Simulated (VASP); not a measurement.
Nb3Sb, 8 atoms in the cell. The typed cell holds 8 atoms: a = 5.201 Å, b = 5.201 Å, c = 5.201 Å, α = 90.00°, β = 90.00°, γ = 90.00°. 

| Item | Value |
| --- | --- |
| Program | VASP 6.6.1 |
| Task | single point |
| Functional | PBEsol |
| Potentials or basis | VASP PAW PBE potentials, release 64 (Nb_sv, Sb) |
| Cutoff | 520 eV |
| k mesh | 3 × 3 × 3 |
| Occupations | gaussian, width 0.1 eV |
| Spin | no spin polarisation |
| Dipole correction | no |
| Further INCAR settings | ALGO = Normal; EDIFF = 1e-06; NBANDS = 54 |

Potentials or basis: VASP PAW PBE potentials, release 64 (Nb_sv, Sb).

The run is started by

```bash
$ cat potpaw_PBE.64/Nb_sv/POTCAR potpaw_PBE.64/Sb/POTCAR > POTCAR
$ mpirun -np 1 vasp_std > vasp.out
```

Hardware: 1 thread of Intel(R) Xeon(R) Platinum 8488C (Sapphire Rapids), on a shared host.

Q: Estimate the wall time of this run.

A: Run time: 86 s on 1 thread of Intel(R) Xeon(R) Platinum 8488C (Sapphire Rapids) (shared host), peak memory 0.28 GiB. Counts: scf iterations 15, k points 14.
